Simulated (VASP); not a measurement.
Set up this calculation in VASP 6.6.1, as the native input.

```yaml
Task: single point
Functional: PBE
Potentials_or_basis: VASP PAW PBE potentials, release 64 (P)
Cutoff: 520 eV
k_mesh: 14 × 14 × 8
Occupations: gaussian, width 0.1 eV
Spin: no spin polarisation
Dipole_correction: no
Further_INCAR_settings: ALGO = Normal; EDIFF = 1e-06; NBANDS = 12
```

The structure of P lies in POSCAR:

```
P
1.0
    2.4246941115      0.0000000000      0.0000000000
    0.0000000000      2.4385351442      0.0000000000
   -0.0203144631      0.0000000000      4.8524328982
P
2
Direct
    0.9999999700      0.0000000000      0.2505746400
    0.0000000300      0.0000000000      0.7494253600
```

This isn't the form of P at room conditions, which is orthorhombic.

One way to write it, as run:

INCAR

```
PREC     = Accurate       # precision mode
ENCUT    = 520            # plane-wave cutoff, eV
EDIFF    = 1E-6           # SCF threshold, eV
ISMEAR   = 0              # smearing method
SIGMA    = 0.1            # smearing width, eV
LREAL    = F              # projectors in reciprocal space
LASPH    = T              # aspherical terms in the spheres
NELM     = 60             # most SCF steps
ALGO     = Normal         # electronic algorithm
ISIF     = 2              # what is computed and relaxed
LWAVE    = F              # write WAVECAR
LCHARG   = T              # write CHGCAR
GGA      = PE             # functional
LELF     = T              # ELF
LVHAR    = T            
NBANDS   = 12             # bands
```

KPOINTS

```
regular mesh
0
Gamma
  14 14 8
```

Potentials or basis: VASP PAW PBE potentials, release 64 (P).

Launch:

```bash
$ cat potpaw_PBE.64/P/POTCAR > POTCAR
$ mpirun -np 1 vasp_std > vasp.out
```

Results of the run:

* Pressure: 2.2 GPa
* Largest force: 0.021 eV/Å
* Band gap on the k mesh: zero (bands 5 and 6 overlap by 10.12 eV)

Run time: 34 s on 1 thread of Intel(R) Xeon(R) 6975P-C (Granite Rapids), with other jobs on the host, peak memory 0.22 GiB.
